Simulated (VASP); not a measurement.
# Zr (P6_3/mmc) in VASP: further runs, part 2 of 2

VASP 6.6.1. The steps go on from the part before.

**3. Single point, LDA**

This run uses another cell than the first one, of 21.79 Å³/atom, 1.111 times its volume.

Input file INCAR:

```
PREC     = Accurate       # precision mode
ENCUT    = 520            # plane-wave cutoff, eV
EDIFF    = 1E-6           # SCF threshold, eV
ISMEAR   = -1             # smearing method
SIGMA    = 0.1            # smearing width, eV
LREAL    = False          # projectors in reciprocal space
LASPH    = True           # aspherical terms in the spheres
NELM     = 60             # most SCF steps
ALGO     = Normal         # electronic algorithm
ISIF     = 2              # what is computed and relaxed
LWAVE    = False          # write WAVECAR
LCHARG   = False          # write CHGCAR
NBANDS   = 19             # bands
```

Input file KPOINTS:

```
regular mesh
0
Gamma
  14 14 8
```

Input file POSCAR:

```
Zr
1.0
    3.1425458233      0.0000000000      0.0000000000
   -1.5712729116      2.7215245155      0.0000000000
    0.0000000000      0.0000000000      5.0964383167
Zr
2
Direct
    0.3333333333      0.6666666667      0.2500000000
    0.6666666667      0.3333333333      0.7500000000
```

Potentials or basis: VASP PAW LDA potentials, release 64 (Zr_sv).

Launch:

```console
> cat potpaw_LDA.64/Zr_sv/POTCAR > POTCAR
> mpirun -np 1 vasp_std > vasp.out
```

OUTCAR:

```text
PREC = Accurate
   ENCUT = 520
   EDIFF = 1E-6
   ISMEAR = -1
   LREAL = False
   LASPH = True
   NELM = 60
   ISIF = 2

 ion  position               nearest neighbor table
   1  0.333  0.667  0.250-   2 3.13   2 3.13   2 3.13   2 3.13   2 3.13   2 3.13
   2  0.667  0.333  0.750-   1 3.13   1 3.13   1 3.13   1 3.13   1 3.13   1 3.13

  LATTYP: Found a hexagonal cell.
 ALAT       =     3.1425458233
 C/A-ratio  =     1.6217546547

  Lattice vectors:

 A1 = (   3.1425458233,   0.0000000000,   0.0000000000)
 A2 = (  -1.5712729116,   2.7215245155,   0.0000000000)
 A3 = (   0.0000000000,   0.0000000000,   5.0964383167)

Analysis of symmetry for initial positions (statically):
=====================================================================
 Subroutine PRICEL returns:
 Original cell was already a primitive cell.

 Routine SETGRP: Setting up the symmetry group for a
 hexagonal supercell.

 Subroutine GETGRP returns: Found 24 space group operations
 (whereof 12 operations were pure point group operations)
 out of a pool of 24 trial point group operations.

The static configuration has the point symmetry D_3d.
 The point group associated with its full space group is D_6h.

Analysis of symmetry for dynamics (positions and initial velocities):
=====================================================================
 Subroutine PRICEL returns:
 Original cell was already a primitive cell.

 Routine SETGRP: Setting up the symmetry group for a
 hexagonal supercell.

 Subroutine GETGRP returns: Found 24 space group operations
 (whereof 12 operations were pure point group operations)
 out of a pool of 24 trial point group operations.

The dynamic configuration has the point symmetry D_3d.
 The point group associated with its full space group is D_6h.

 Subroutine INISYM returns: Found 24 space group operations
 (whereof 12 operations are pure point group operations),
 and found     1 'primitive' translations

[... 106 lines left out ...]
   NUPDOWN=      -1.0000    fix difference up-down
   EMIN   =  10.00;   EMAX   =-10.00  energy-range for DOS
   EFERMI =   0.00;   METHOD = LEGACY
   ISMEAR =    -1;   SIGMA  =   0.10  broadening in eV -4-tet -1-fermi 0-gaus
   EFERMI_NEDOS =   21; number of points for ismear=-14 and -15
   IALGO  =     38    algorithm
   IMIX   =      4    mixing-type and parameters
     AMIX     =   0.40;   BMIX     =  1.00
     AMIX_MAG =   1.60;   BMIX_MAG =  1.00
  volume/ion in A,a.u.               =      21.79       147.07
  Fermi-wavevector in a.u.,A,eV,Ry     =   1.341812  2.535657 24.496741  1.800460
  Thomas-Fermi vector in A             =   2.470016
   LORBIT       =      0    0 simple, 1 ext, 2 COOP (PROOUT), +10 PAW based schemes
   GGA     = CA    functional components
   LHFCALC =     F    Hartree Fock is set to
   AEXX    =    0.0000 exact exchange contribution
   IVDW    =     0    specifies the selected vdW correction
   LEPSILON=     F    determine dielectric tensor
   LRPA    =     F    only Hartree local field effects (RPA)
 non-spin polarized calculation
  energy-cutoff  :      520.00
  volume of cell :       43.59
 maximum number of plane-waves:      1189
 NGX is ok and might be reduce to    24
   NGX = 11   NGY = 11   NGZ = 19

 number of electron      23.9999999 magnetization

 Free energy of the ion-electron system (eV)
  ---------------------------------------------------
  ext. energy  EPLUGINS =         0.00000000
  ---------------------------------------------------
  free energy    TOTEN  =       -18.61859462 eV

  energy without entropy =      -18.54881474  energy(sigma->0) =      -18.58370468

 E-fermi :   9.5152     XC(G=0): -11.5976

 val. band max:        9.5114543460   @ k =   0.0000   0.0000   0.5000
 cond. band min:       9.5281045068   @ k =   0.3571   0.2143   0.2500
 fundamental gap:      0.0166501608
 Fermi energy:         9.5151646218

 k-point     1 :       0.0000    0.0000    0.0000
  band No.  band energies     occupation
      1     -38.8860      2.00000
      2     -38.6915      2.00000
      3     -17.6647      2.00000
      4     -16.5845      2.00000
      5     -16.5845      2.00000
      6     -16.4458      2.00000
[... 505 lines left out ...]
      6     -16.9653      2.00000
[... 11 lines left out ...]
     18      14.4513      0.00000
     19      16.6198      0.00000

 [... further k-points ...]
[... 5 lines left out ...]
  --------------------------------------------------------------------------------------
  -------------------------------------------------------------------------------------
  Total        0.0101370      0.0101370      0.0291648      0.0000000      0.0000000      0.0000000
  in kB        0.3726127      0.3726127      1.0720355      0.0000000      0.0000000      0.0000000
  external PRESSURE =       0.6057536 kB  Pullay stress =       0.0000000 kB

 VOLUME and BASIS-vectors are now :
 -----------------------------------------------------------------------------
  energy-cutoff  :      520.00
  volume of cell :       43.59
      direct lattice vectors                 reciprocal lattice vectors
     3.142545823  0.000000000  0.000000000     0.318213339  0.183720557  0.000000000
    -1.571272912  2.721524516  0.000000000     0.000000000  0.367441114  0.000000000
     0.000000000  0.000000000  5.096438317     0.000000000  0.000000000  0.196215462

 POSITION                                       TOTAL-FORCE (eV/Angst)
 -----------------------------------------------------------------------------------
     -0.00000      1.81435      1.27411         0.000000     -0.000000      0.000000
      1.57127      0.90717      3.82233        -0.000000      0.000000      0.000000
 -----------------------------------------------------------------------------------
    total drift:                               -0.000000      0.000000     -0.000000

  FREE ENERGIE OF THE ION-ELECTRON SYSTEM (eV)
  ---------------------------------------------------
  free  energy   TOTEN  =       -18.6185946180 eV

  energy  without entropy=      -18.5488147398  energy(sigma->0) =      -18.58370468
```

OSZICAR:

```text
N       E                     dE             d eps       ncg     rms          rms(c)
DAV:   1     0.216858873352E+03    0.21686E+03   -0.13320E+04  4560   0.127E+03
DAV:   2    -0.309384198890E+01   -0.21995E+03   -0.21582E+03  5214   0.374E+02
DAV:   3    -0.188801939049E+02   -0.15786E+02   -0.15613E+02  8187   0.729E+01
DAV:   4    -0.192968897325E+02   -0.41670E+00   -0.41617E+00  5382   0.118E+01
DAV:   5    -0.193080461831E+02   -0.11156E-01   -0.11155E-01  6668   0.140E+00    0.163E+01
DAV:   6    -0.187283156512E+02    0.57973E+00   -0.85578E-01  4965   0.691E+00    0.667E+00
DAV:   7    -0.186155157747E+02    0.11280E+00   -0.55213E-01  6637   0.471E+00    0.108E+00
DAV:   8    -0.186184097977E+02   -0.28940E-02   -0.31047E-02  5979   0.144E+00    0.211E-01
DAV:   9    -0.186186032830E+02   -0.19349E-03   -0.99309E-04  6112   0.275E-01    0.261E-02
DAV:  10    -0.186185934338E+02    0.98492E-05   -0.34558E-05  6601   0.392E-02    0.208E-02
DAV:  11    -0.186185946594E+02   -0.12255E-05   -0.68388E-06  5043   0.281E-02    0.199E-03
DAV:  12    -0.186185946180E+02    0.41369E-07   -0.16589E-07  2850   0.295E-03
   1 F= -.18618595E+02 E0= -.18583705E+02  d E =-.697799E-01
```

It took 28 s on 1 thread of Intel Xeon 6975P-C (Granite Rapids), shared host; peak memory 0.19 GiB.

What came out:

| Item | Value |
| --- | --- |
| Free energy | -18.6186 eV |
| Pressure | 0.1 GPa |
| Band gap on the k mesh | zero (band 12 reaches 10.57 eV, above the bottom of band 13 at 9.28 eV) |

**4. Single point, LDA**

This run uses another cell than the first one, of 21.79 Å³/atom, 1.111 times its volume.

Input file INCAR:

```
SYSTEM = Zr
PREC = Accurate
ENCUT = 520
EDIFF = 1E-6
ISMEAR = -1
SIGMA = 0.1
LREAL = .FALSE.
LASPH = .TRUE.
NELM = 80
ALGO = Normal
ISIF = 2
LWAVE = .FALSE.
LCHARG = .TRUE.
GGA = CA
LELF = .TRUE.
LVHAR = .TRUE.
NBANDS = 19
```

Input file KPOINTS:

```
Automatic mesh
0
G
  14 14 8
  0 0 0
```

POSCAR is that of step 3.

Launch:

```console
> cat potpaw_LDA.64/Zr_sv/POTCAR > POTCAR
> mpirun -np 1 vasp_std > vasp.out
```

Run time: 29 s. Hardware: 1 thread of Intel Xeon 6975P-C (Granite Rapids), shared host; peak memory 0.19 GiB.

The run converged. Its results:

| Quantity | Value |
| --- | --- |
| Free energy | -18.6186 eV |
| Pressure | 0.1 GPa |
| Band gap on the k mesh | zero (band 12 reaches 10.57 eV, above the bottom of band 13 at 9.28 eV) |

Levels at points of the mesh, in eV from the Fermi level:
| k point | band 10 | band 11 | band 12 | band 13 | band 14 | band 15 |
| --- | --- | --- | --- | --- | --- | --- |
| (0.00, 0.00, 0.00) | -3.19 | 0.88 | 0.90 | 0.90 | 1.41 | 1.62 |
| (0.50, 0.00, 0.00) | -2.57 | -2.33 | 0.09 | 0.63 | 0.78 | 1.51 |
| (0.00, 0.00, 0.50) | -3.96 | 0.00 | 0.00 | 0.83 | 0.83 | 0.83 |
| (0.50, 0.00, 0.50) | -3.04 | -1.22 | -1.22 | 2.00 | 2.00 | 2.42 |
